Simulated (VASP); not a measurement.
# SrO (F-43m) in VASP: single point with PBEsol

Aim: the single point of SrO with PBEsol.

Everything below comes from runs of VASP 6.6.1. Logs are shortened: lines on timing, memory, paths and dates and some standing lists are left out, and cuts for length are marked.

### 1 The cell of the first run

Symmetry: F-43m, No. 216, cubic system. The conventional cell has a = 5.539 Å, b = 5.539 Å, c = 5.539 Å, α = 90.00°, β = 90.00°, γ = 90.00°. Sr (site symmetry -43m) has 4 O at 2.40 Å within 3.2 Å. O (site symmetry -43m) has 4 Sr at 2.40 Å within 3.2 Å.

### 2 Single point, PBEsol

The input, INCAR:

```
PREC = Accurate ; ENCUT = 600
EDIFF = 1E-6 ; ISMEAR = 0
SIGMA = 0.05 ; LREAL = F
LASPH = T ; NELM = 120
ALGO = Normal ; ISIF = 2
LWAVE = F ; LCHARG = T
GGA = PS ; LELF = T
LVHAR = T ; NBANDS = 15
GGA_COMPAT = F
```

The input, KPOINTS:

```
regular mesh
0
Gamma
  10 10 10
```

The input, POSCAR:

```
SrO
1.0
    0.0000000000      2.7693272611      2.7693272611
    2.7693272611      0.0000000000      2.7693272611
    2.7693272611      2.7693272611      0.0000000000
Sr O
1 1
Direct
    0.0000000000      0.0000000000      0.0000000000
    0.2500000000      0.2500000000      0.2500000000
```

Potentials or basis: VASP PAW PBE potentials, release 64 (Sr_sv, O).

The run is started by

```console
cat potpaw_PBE.64/Sr_sv/POTCAR potpaw_PBE.64/O/POTCAR > POTCAR
mpirun -np 1 vasp_std > vasp.out
```

OUTCAR:

```text
PREC = Accurate
   ENCUT = 600
   EDIFF = 1E-6
   ISMEAR = 0
   LREAL = F
   LASPH = T
   NELM = 120
   ISIF = 2
   GGA = PS

 ion  position               nearest neighbor table
   1  0.000  0.000  0.000-   2 2.40   2 2.40   2 2.40   2 2.40
   2  0.250  0.250  0.250-   1 2.40   1 2.40   1 2.40   1 2.40

  LATTYP: Found a face centered cubic cell.
 ALAT       =     5.5386545222

  Lattice vectors:

 A1 = (   0.0000000000,   2.7693272611,   2.7693272611)
 A2 = (   2.7693272611,   0.0000000000,   2.7693272611)
 A3 = (   2.7693272611,   2.7693272611,   0.0000000000)

Analysis of symmetry for initial positions (statically):
=====================================================================
 Subroutine PRICEL returns:
 Original cell was already a primitive cell.

 Routine SETGRP: Setting up the symmetry group for a
 face centered cubic supercell.

 Subroutine GETGRP returns: Found 24 space group operations
 (whereof 24 operations were pure point group operations)
 out of a pool of 48 trial point group operations.

The static configuration has the point symmetry T_d .

Analysis of symmetry for dynamics (positions and initial velocities):
=====================================================================
 Subroutine PRICEL returns:
 Original cell was already a primitive cell.

 Routine SETGRP: Setting up the symmetry group for a
 face centered cubic supercell.

 Subroutine GETGRP returns: Found 24 space group operations
 (whereof 24 operations were pure point group operations)
 out of a pool of 48 trial point group operations.

The dynamic configuration has the point symmetry T_d .

 Subroutine INISYM returns: Found 24 space group operations
 (whereof 24 operations are pure point group operations),
 and found     1 'primitive' translations

----------------------------------------------------------------------------------------

                                     Primitive cell

  volume of cell :      42.4769

  direct lattice vectors                    reciprocal lattice vectors
     0.000000000  2.769327261  2.769327261    -0.180549264  0.180549264  0.180549264
     2.769327261  0.000000000  2.769327261     0.180549264 -0.180549264  0.180549264
     2.769327261  2.769327261  0.000000000     0.180549264  0.180549264 -0.180549264

  length of vectors
     3.916420171  3.916420171  3.916420171     0.312720499  0.312720499  0.312720499

  position of ions in fractional coordinates (direct lattice)
     0.000000000  0.000000000  0.000000000
     0.250000000  0.250000000  0.250000000

  ion indices of the primitive-cell ions
   primitive index   ion index
                 1           1
                 2           2

----------------------------------------------------------------------------------------

 KPOINTS: regular mesh

Automatic generation of k-mesh.
 Grid dimensions read from file:
 generate k-points for:   10   10   10

 Generating k-lattice:

  Cartesian coordinates                     Fractional coordinates (reciprocal lattice)
    -0.018054926  0.018054926  0.018054926     0.100000000  0.000000000  0.000000000
     0.018054926 -0.018054926  0.018054926     0.000000000  0.100000000  0.000000000
     0.018054926  0.018054926 -0.018054926     0.000000000  0.000000000  0.100000000

  Length of vectors
     0.031272050  0.031272050  0.031272050

  Shift w.r.t. Gamma in fractional coordinates (k-lattice)
     0.000000000  0.000000000  0.000000000

 Subroutine IBZKPT returns following result:
 ===========================================

 Found     47 irreducible k-points:

 Following reciprocal coordinates:
            Coordinates               Weight
  0.000000  0.000000  0.000000      1.000000
  0.100000  0.000000  0.000000      8.000000
  0.200000  0.000000  0.000000      8.000000
  0.300000  0.000000  0.000000      8.000000
  0.400000  0.000000  0.000000      8.000000
  0.500000  0.000000  0.000000      4.000000
[... 16 lines left out ...]
  0.300000  0.300000  0.000000      6.000000
  0.400000  0.300000  0.000000     24.000000
 [... further k-points ...]
   k-points           NKPTS =     47   k-points in BZ     NKDIM =     47   number of bands    NBANDS=     15
   number of dos      NEDOS =    301   number of ions     NIONS =      2
   total plane-waves  NPLWV =  32768
   dimension x,y,z NGX =    32 NGY =   32 NGZ =   32
   dimension x,y,z NGXF=    64 NGYF=   64 NGZF=   64
   ions per type =               1   1
   NGX,Y,Z   is equivalent  to a cutoff of  13.58, 13.58, 13.58 a.u.
   NGXF,Y,Z  is equivalent  to a cutoff of  27.17, 27.17, 27.17 a.u.
 SYSTEM =  unknown system
   PREC   = accura    normal or accurate (medium, high low for compatibility)
   ISTART =      0    job   : 0-new  1-cont  2-samecut
   ICHARG =      2    charge: 1-file 2-atom 10-const
   ISPIN  =      1    spin polarized calculation?
   LNONCOLLINEAR =      F non collinear calculations
   LSORBIT =      F    spin-orbit coupling
   LASPH  =      T    aspherical Exc in radial PAW
   ENCUT  =  600.0 eV  44.10 Ry    6.64 a.u.   7.82  7.82  7.82*2*pi/ulx,y,z
   NELM   =    120;   NELMIN=  2; NELMDL= -5     # of ELM steps
   EDIFF  = 0.1E-05   stopping-criterion for ELM
   LREAL  =      F    real-space projection
   EDIFFG = 0.1E-04   stopping-criterion for IOM
   NSW    =      0    number of steps for IOM
   IBRION =     -1    ionic relax: 0-MD 1-quasi-New 2-CG
   NFREE  =      0    steps in history (QN), initial steepest desc. (CG)
   ISIF   =      2    stress and relaxation
   ISYM   =      2    0-nonsym 1-usesym 2-fastsym
   POTIM  = 0.5000    time-step for ionic-motion
   TEBEG  =    0.0;   TEEND  =   0.0 temperature during run
   PSTRESS=    0.0 pullay stress
   NELECT =      16.0000    total number of electrons
   NUPDOWN=      -1.0000    fix difference up-down
   EMIN   =  10.00;   EMAX   =-10.00  energy-range for DOS
   EFERMI =   0.00;   METHOD = LEGACY
   ISMEAR =     0;   SIGMA  =   0.05  broadening in eV -4-tet -1-fermi 0-gaus
   EFERMI_NEDOS =   21; number of points for ismear=-14 and -15
   IALGO  =     38    algorithm
   IMIX   =      4    mixing-type and parameters
     AMIX     =   0.40;   BMIX     =  1.00
     AMIX_MAG =   1.60;   BMIX_MAG =  1.00
  volume/ion in A,a.u.               =      21.24       143.32
  Fermi-wavevector in a.u.,A,eV,Ry     =   1.182308  2.234238 19.018927  1.397852
  Thomas-Fermi vector in A             =   2.318564
   LORBIT       =      0    0 simple, 1 ext, 2 COOP (PROOUT), +10 PAW based schemes
   GGA     = PS    functional components
   LHFCALC =     F    Hartree Fock is set to
   AEXX    =    0.0000 exact exchange contribution
   IVDW    =     0    specifies the selected vdW correction
   LEPSILON=     F    determine dielectric tensor
   LRPA    =     F    only Hartree local field effects (RPA)
 non-spin polarized calculation
 Gauss-broadening in eV      SIGMA  =   0.05
  energy-cutoff  :      600.00
  volume of cell :       42.48
 maximum number of plane-waves:      1430
   NGX = 15   NGY = 15   NGZ = 15

 number of electron      16.0000000 magnetization

 Free energy of the ion-electron system (eV)
  ---------------------------------------------------
  ext. energy  EPLUGINS =         0.00000000
  ---------------------------------------------------
  free energy    TOTEN  =       -12.27251038 eV

  energy without entropy =      -12.27251038  energy(sigma->0) =      -12.27251038

 E-fermi :   0.4700     XC(G=0):  -8.9594

 val. band max:        0.2261493191   @ k =  -0.3000   0.5000   0.2000
 cond. band min:       2.6863954770   @ k =   0.0000   0.0000   0.0000
 fundamental gap:      2.4602461578
 Fermi energy:         0.4699977171

 k-point     1 :       0.0000    0.0000    0.0000
  band No.  band energies     occupation
      1     -31.7741      2.00000
      2     -14.4942      2.00000
      3     -13.6741      2.00000
      4     -13.6741      2.00000
      5     -13.6741      2.00000
      6      -0.6865      2.00000
      7      -0.6865      2.00000
      8      -0.6865      2.00000
      9       2.6864      0.00000
     10       8.3603      0.00000
     11       8.3603      0.00000
     12       9.7395      0.00000
     13       9.7395      0.00000
     14       9.7395      0.00000
     15      15.3808      0.00000

 k-point     2 :       0.1000    0.0000    0.0000
  band No.  band energies     occupation
      1     -31.7675      2.00000
      2     -14.7435      2.00000
      3     -13.6835      2.00000
      4     -13.6835      2.00000
      5     -13.4496      2.00000
      6      -0.7621      2.00000
      7      -0.6494      2.00000
      8      -0.6494      2.00000
      9       3.0383      0.00000
     10       8.1182      0.00000
     11       8.1182      0.00000
     12       9.4973      0.00000
     13      10.0296      0.00000
     14      10.0296      0.00000
     15      14.2679      0.00000

 k-point     3 :       0.2000    0.0000    0.0000
  band No.  band energies     occupation
      1     -31.7501      2.00000
      2     -15.1577      2.00000
      3     -13.7082      2.00000
      4     -13.7082      2.00000
      5     -13.1048      2.00000
      6      -0.8407      2.00000
      7      -0.5567      2.00000
      8      -0.5567      2.00000
      9       3.8554      0.00000
     10       7.8024      0.00000
     11       7.8024      0.00000
     12       8.9610      0.00000
     13      10.4278      0.00000
     14      10.4278      0.00000
     15      13.0100      0.00000

 k-point     4 :       0.3000    0.0000    0.0000
  band No.  band energies     occupation
      1     -31.7285      2.00000
      2     -15.5191      2.00000
      3     -13.7382      2.00000
      4     -13.7382      2.00000
      5     -12.8381      2.00000
      6      -0.7714      2.00000
      7      -0.4520      2.00000
      8      -0.4520      2.00000
      9       4.7099      0.00000
     10       7.7040      0.00000
     11       7.7040      0.00000
     12       8.3304      0.00000
     13      10.5509      0.00000
     14      10.5509      0.00000
     15      12.2230      0.00000
[... 307 lines left out ...]
 k-point    22 :      -0.2000    0.2000    0.0000
  band No.  band energies     occupation
      1     -31.7210      2.00000
      2     -15.5850      2.00000
      3     -13.9001      2.00000
      4     -13.7357      2.00000
      5     -12.6600      2.00000
      6      -0.7802      2.00000
      7      -0.4194      2.00000
      8      -0.3797      2.00000
      9       4.9289      0.00000
     10       7.1965      0.00000
     11       7.3341      0.00000
     12       9.0314      0.00000
     13      10.7003      0.00000
     14      10.8372      0.00000
     15      12.6829      0.00000

 k-point    23 :       0.3000    0.3000    0.0000
  band No.  band energies     occupation
      1     -31.7134      2.00000
      2     -15.6762      2.00000
      3     -13.8412      2.00000
      4     -13.8412      2.00000
      5     -12.5686      2.00000
      6      -1.2312      2.00000
      7      -0.1202      2.00000
      8      -0.1202      2.00000
      9       5.1388      0.00000
     10       5.7249      0.00000
     11       9.3330      0.00000
     12       9.7999      0.00000
     13      10.3538      0.00000
     14      10.3538      0.00000
     15      14.6286      0.00000

 k-point    24 :       0.4000    0.3000    0.0000
  band No.  band energies     occupation
      1     -31.6995      2.00000
      2     -15.8299      2.00000
      3     -13.9028      2.00000
      4     -13.8695      2.00000
      5     -12.4237      2.00000
      6      -1.1882      2.00000
      7      -0.0180      2.00000
      8      -0.0086      2.00000
      9       5.0443      0.00000
     10       5.9272      0.00000
     11       9.3358      0.00000
     12       9.8146      0.00000
     13      10.4623      0.00000
     14      10.6696      0.00000
     15      13.6813      0.00000

 [... further k-points ...]

------------------------ aborting loop because EDIFF is reached ----------------------------------------

  FORCE on cell =-STRESS in cart. coord.  units (eV):
  Direction    XX          YY          ZZ          XY          YZ          ZX
  --------------------------------------------------------------------------------------
  -------------------------------------------------------------------------------------
  Total        0.1257405      0.1257405      0.1257405      0.0000000     -0.0000000      0.0000000
  in kB        4.7427800      4.7427800      4.7427800      0.0000000     -0.0000000      0.0000000
  external PRESSURE =       4.7427800 kB  Pullay stress =       0.0000000 kB

 VOLUME and BASIS-vectors are now :
 -----------------------------------------------------------------------------
  energy-cutoff  :      600.00
  volume of cell :       42.48
      direct lattice vectors                 reciprocal lattice vectors
     0.000000000  2.769327261  2.769327261    -0.180549264  0.180549264  0.180549264
     2.769327261  0.000000000  2.769327261     0.180549264 -0.180549264  0.180549264
     2.769327261  2.769327261  0.000000000     0.180549264  0.180549264 -0.180549264

 POSITION                                       TOTAL-FORCE (eV/Angst)
 -----------------------------------------------------------------------------------
      0.00000      0.00000      0.00000        -0.000000      0.000000     -0.000000
      1.38466      1.38466      1.38466         0.000000     -0.000000      0.000000
 -----------------------------------------------------------------------------------
    total drift:                               -0.000000     -0.000000      0.000000

  FREE ENERGIE OF THE ION-ELECTRON SYSTEM (eV)
  ---------------------------------------------------
  free  energy   TOTEN  =       -12.2725103788 eV

  energy  without entropy=      -12.2725103788  energy(sigma->0) =      -12.27251038
```

It took 12 s on 1 thread of Intel Xeon 6975P-C (Granite Rapids), shared host; peak memory 0.19 GiB.

What came out:

```
Free energy            : -12.2725 eV
Pressure               : 0.5 GPa
Band gap on the k mesh : 2.46 eV, indirect (least direct gap 3.37 eV)
```

Caveat: the PAW data sets were made with another functional, which shifts forces and pressure a little. A k mesh can miss the band edges.
